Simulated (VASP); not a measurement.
# Ga (I4/mmm) in VASP: a series of runs

The runs below take Ga through single point, with LDA.

Program: VASP 6.6.1. These are calculated values, not measurements. Logs are shortened: lines on timing, memory, paths and dates and some standing lists are left out, and cuts for length are marked.

**1. The cell of the first run**

Symmetry: I4/mmm, No. 139, tetragonal system. The conventional cell has a = 2.964 Å, b = 2.964 Å, c = 4.000 Å, α = 90.00°, β = 90.00°, γ = 90.00°. Within 3.8 Å of Ga (site symmetry 4/mmm) lie 12 Ga at 2.90 to 2.96 Å.

**2. Single point, LDA**

Input file INCAR:

```
PREC = Accurate
ENCUT = 520
EDIFF = 1E-6
ISMEAR = 0
SIGMA = 0.15
LREAL = F
LASPH = T
NELM = 100
ALGO = Fast
ISIF = 2
LWAVE = F
LCHARG = F
GGA = CA
NBANDS = 12
```

Input file KPOINTS:

```
Automatic mesh
0
Gamma
  26 26 26
```

Input file POSCAR:

```
Ga
1.0
   -1.4821567375      1.4821567375      2.0001198453
    1.4821567375     -1.4821567375      2.0001198453
    1.4821567375      1.4821567375     -2.0001198453
Ga
1
Direct
    0.0000000000      0.0000000000      0.0000000000
```

Potentials or basis: VASP PAW LDA potentials, release 64 (Ga_d).

Run with:

```
> cat potpaw_LDA.64/Ga_d/POTCAR > POTCAR
> mpirun -np 1 vasp_std > vasp.out
```

OUTCAR:

```text
PREC = Accurate
   ENCUT = 520
   EDIFF = 1E-6
   ISMEAR = 0
   LREAL = F
   LASPH = T
   NELM = 100
   ISIF = 2
   GGA = CA

 ion  position               nearest neighbor table
   1  0.000  0.000  0.000-

  LATTYP: Found a body centered tetragonal cell.
 ALAT       =     2.9643134750
 C/A-ratio  =     1.3494658120

  Lattice vectors:

 A1 = (  -1.4821567375,   1.4821567375,   2.0001198453)
 A2 = (   1.4821567375,  -1.4821567375,   2.0001198453)
 A3 = (   1.4821567375,   1.4821567375,  -2.0001198453)

Analysis of symmetry for initial positions (statically):
=====================================================================
 Subroutine PRICEL returns:
 Original cell was already a primitive cell.

 Routine SETGRP: Setting up the symmetry group for a
 body centered tetragonal supercell.

 Subroutine GETGRP returns: Found 16 space group operations
 (whereof 16 operations were pure point group operations)
 out of a pool of 16 trial point group operations.

The static configuration has the point symmetry D_4h.

Analysis of symmetry for dynamics (positions and initial velocities):
=====================================================================
 Subroutine PRICEL returns:
 Original cell was already a primitive cell.

 Routine SETGRP: Setting up the symmetry group for a
 body centered tetragonal supercell.

 Subroutine GETGRP returns: Found 16 space group operations
 (whereof 16 operations were pure point group operations)
 out of a pool of 16 trial point group operations.

The dynamic configuration has the point symmetry D_4h.

 Subroutine INISYM returns: Found 16 space group operations
 (whereof 16 operations are pure point group operations),
 and found     1 'primitive' translations

----------------------------------------------------------------------------------------

                                     Primitive cell

  volume of cell :      17.5754

  direct lattice vectors                    reciprocal lattice vectors
    -1.482156737  1.482156737  2.000119845     0.000000000  0.337346238  0.249985020
     1.482156737 -1.482156737  2.000119845     0.337346238  0.000000000  0.249985020
     1.482156737  1.482156737 -2.000119845     0.337346238  0.337346238  0.000000000

  length of vectors
     2.897249831  2.897249831  2.897249831     0.419874975  0.419874975  0.477079625

  position of ions in fractional coordinates (direct lattice)
     0.000000000  0.000000000  0.000000000

  ion indices of the primitive-cell ions
   primitive index   ion index
                 1           1

----------------------------------------------------------------------------------------

 KPOINTS: Automatic mesh

Automatic generation of k-mesh.
 Grid dimensions read from file:
 generate k-points for:   26   26   26

 Generating k-lattice:

  Cartesian coordinates                     Fractional coordinates (reciprocal lattice)
     0.000000000  0.012974855  0.009614808     0.038461538  0.000000000  0.000000000
     0.012974855  0.000000000  0.009614808     0.000000000  0.038461538  0.000000000
     0.012974855  0.012974855  0.000000000     0.000000000  0.000000000  0.038461538

  Length of vectors
     0.016149038  0.016149038  0.018349216

  Shift w.r.t. Gamma in fractional coordinates (k-lattice)
     0.000000000  0.000000000  0.000000000

 Subroutine IBZKPT returns following result:
 ===========================================

 Found   1330 irreducible k-points:

 Following reciprocal coordinates:
            Coordinates               Weight
  0.000000  0.000000  0.000000      1.000000
  0.038462  0.000000 -0.000000      8.000000
  0.076923  0.000000 -0.000000      8.000000
  0.115385  0.000000 -0.000000      8.000000
  0.153846  0.000000 -0.000000      8.000000
  0.192308  0.000000 -0.000000      8.000000
[... 16 lines left out ...]
  0.346154  0.038462 -0.000000     16.000000
  0.384615  0.038462  0.000000     16.000000
 [... further k-points ...]
   k-points           NKPTS =   1330   k-points in BZ     NKDIM =   1330   number of bands    NBANDS=     12
   number of dos      NEDOS =    301   number of ions     NIONS =      1
   total plane-waves  NPLWV =  13824
   dimension x,y,z NGX =    24 NGY =   24 NGZ =   24
   dimension x,y,z NGXF=    48 NGYF=   48 NGZF=   48
   ions per type =               1
   NGX,Y,Z   is equivalent  to a cutoff of  13.77, 13.77, 13.77 a.u.
   NGXF,Y,Z  is equivalent  to a cutoff of  27.54, 27.54, 27.54 a.u.
 SYSTEM =  unknown system
   PREC   = accura    normal or accurate (medium, high low for compatibility)
   ISTART =      0    job   : 0-new  1-cont  2-samecut
   ICHARG =      2    charge: 1-file 2-atom 10-const
   ISPIN  =      1    spin polarized calculation?
   LNONCOLLINEAR =      F non collinear calculations
   LSORBIT =      F    spin-orbit coupling
   LASPH  =      T    aspherical Exc in radial PAW
   ENCUT  =  520.0 eV  38.22 Ry    6.18 a.u.   5.39  5.39  5.39*2*pi/ulx,y,z
   NELM   =    100;   NELMIN=  2; NELMDL= -5     # of ELM steps
   EDIFF  = 0.1E-05   stopping-criterion for ELM
   LREAL  =      F    real-space projection
   EDIFFG = 0.1E-04   stopping-criterion for IOM
   NSW    =      0    number of steps for IOM
   IBRION =     -1    ionic relax: 0-MD 1-quasi-New 2-CG
   NFREE  =      0    steps in history (QN), initial steepest desc. (CG)
   ISIF   =      2    stress and relaxation
   ISYM   =      2    0-nonsym 1-usesym 2-fastsym
   POTIM  = 0.5000    time-step for ionic-motion
   TEBEG  =    0.0;   TEEND  =   0.0 temperature during run
   PSTRESS=    0.0 pullay stress
   NELECT =      13.0000    total number of electrons
   NUPDOWN=      -1.0000    fix difference up-down
   EMIN   =  10.00;   EMAX   =-10.00  energy-range for DOS
   EFERMI =   0.00;   METHOD = LEGACY
   ISMEAR =     0;   SIGMA  =   0.15  broadening in eV -4-tet -1-fermi 0-gaus
   EFERMI_NEDOS =   21; number of points for ismear=-14 and -15
   IALGO  =     68    algorithm
   IMIX   =      4    mixing-type and parameters
     AMIX     =   0.40;   BMIX     =  1.00
     AMIX_MAG =   1.60;   BMIX_MAG =  1.00
  volume/ion in A,a.u.               =      17.58       118.60
  Fermi-wavevector in a.u.,A,eV,Ry     =   1.480544  2.797822 29.824096  2.192009
  Thomas-Fermi vector in A             =   2.594565
   LORBIT       =      0    0 simple, 1 ext, 2 COOP (PROOUT), +10 PAW based schemes
   GGA     = CA    functional components
   LHFCALC =     F    Hartree Fock is set to
   AEXX    =    0.0000 exact exchange contribution
   IVDW    =     0    specifies the selected vdW correction
   LEPSILON=     F    determine dielectric tensor
   LRPA    =     F    only Hartree local field effects (RPA)
 non-spin polarized calculation
 RMM-DIIS sequential band-by-band and
 Gauss-broadening in eV      SIGMA  =   0.15
  energy-cutoff  :      520.00
  volume of cell :       17.58
 maximum number of plane-waves:       507
 NGX is ok and might be reduce to    24
   NGX = 11   NGY = 11   NGZ = 11

 number of electron      12.9999993 magnetization

 Free energy of the ion-electron system (eV)
  ---------------------------------------------------
  ext. energy  EPLUGINS =         0.00000000
  ---------------------------------------------------
  free energy    TOTEN  =        -3.56089964 eV

  energy without entropy =       -3.55642184  energy(sigma->0) =       -3.55866074

 E-fermi :   6.0123     XC(G=0): -11.6950

 val. band max:        6.0110770193   @ k =   0.3077   0.3077  -0.0000
 cond. band min:       6.0133406006   @ k =   0.3462   0.3462   0.0769
 fundamental gap:      0.0022635813
 Fermi energy:         6.0122744016

 k-point     1 :       0.0000    0.0000    0.0000
  band No.  band energies     occupation
      1      -9.0852      2.00000
      2      -9.0852      2.00000
      3      -9.0390      2.00000
      4      -8.9523      2.00000
      5      -8.9012      2.00000
      6      -5.6197      2.00000
      7      18.7703      0.00000
      8      18.8949      0.00000
      9      18.8949      0.00000
     10      22.3949      0.00000
     11      22.7072      0.00000
     12      22.7100      0.00000

 k-point     2 :       0.0385    0.0000   -0.0000
  band No.  band energies     occupation
      1      -9.0846      2.00000
      2      -9.0829      2.00000
      3      -9.0381      2.00000
      4      -8.9524      2.00000
      5      -8.9019      2.00000
      6      -5.5798      2.00000
      7      18.2747      0.00000
      8      18.7449      0.00000
      9      18.7805      0.00000
     10      21.7523      0.00000
     11      22.8730      0.00000
     12      22.9912      0.00000

 k-point     3 :       0.0769    0.0000   -0.0000
  band No.  band energies     occupation
      1      -9.0836      2.00000
      2      -9.0766      2.00000
      3      -9.0353      2.00000
      4      -8.9522      2.00000
      5      -8.9037      2.00000
      6      -5.4597      2.00000
      7      16.9568      0.00000
      8      18.4885      0.00000
      9      18.5389      0.00000
     10      21.3942      0.00000
     11      23.3055      0.00000
     12      23.3718      0.00000
[... 286 lines left out ...]
 k-point    23 :       0.3462    0.0385   -0.0000
  band No.  band energies     occupation
      1      -9.1440      2.00000
      2      -9.0739      2.00000
      3      -9.0271      2.00000
      4      -8.8536      2.00000
      5      -8.8318      2.00000
      6      -2.0138      2.00000
      7       5.7429      1.98890
      8      15.4139      0.00000
      9      17.0806      0.00000
     10      20.9340      0.00000
     11      21.2564      0.00000
     12      22.8364      0.00000

 k-point    24 :       0.3846    0.0385    0.0000
  band No.  band energies     occupation
      1      -9.1545      2.00000
      2      -9.0801      2.00000
      3      -9.0327      2.00000
      4      -8.8371      2.00000
      5      -8.8150      2.00000
      6      -1.2098      2.00000
      7       4.4535      2.00000
      8      15.3530      0.00000
      9      16.8704      0.00000
     10      20.7029      0.00000
     11      21.1217      0.00000
     12      22.6136      0.00000

 [... further k-points ...]
[... 5 lines left out ...]
  --------------------------------------------------------------------------------------
  -------------------------------------------------------------------------------------
  Total       -0.1553812     -0.1553812     -0.1385371      0.0000000      0.0000000      0.0000000
  in kB      -14.1646167    -14.1646167    -12.6291020      0.0000000      0.0000000      0.0000000
  external PRESSURE =     -13.6527785 kB  Pullay stress =       0.0000000 kB

 VOLUME and BASIS-vectors are now :
 -----------------------------------------------------------------------------
  energy-cutoff  :      520.00
  volume of cell :       17.58
      direct lattice vectors                 reciprocal lattice vectors
    -1.482156737  1.482156737  2.000119845     0.000000000  0.337346238  0.249985020
     1.482156737 -1.482156737  2.000119845     0.337346238  0.000000000  0.249985020
     1.482156737  1.482156737 -2.000119845     0.337346238  0.337346238  0.000000000

 POSITION                                       TOTAL-FORCE (eV/Angst)
 -----------------------------------------------------------------------------------
      0.00000      0.00000      0.00000         0.000000      0.000000      0.000000
 -----------------------------------------------------------------------------------
    total drift:                                0.000000      0.000000     -0.000000

  FREE ENERGIE OF THE ION-ELECTRON SYSTEM (eV)
  ---------------------------------------------------
  free  energy   TOTEN  =        -3.5608996367 eV

  energy  without entropy=       -3.5564218357  energy(sigma->0) =       -3.55866074
```

Wall time 8.8 min (1 thread of Intel Xeon 8259CL, shared host); peak memory 0.37 GiB.

Results:

```
Free energy            : -3.5609 eV
Pressure               : -1.4 GPa
Band gap on the k mesh : zero (an odd number of electrons rules out a gap without spin polarisation)
```

(Continued in part 2 of 2.)
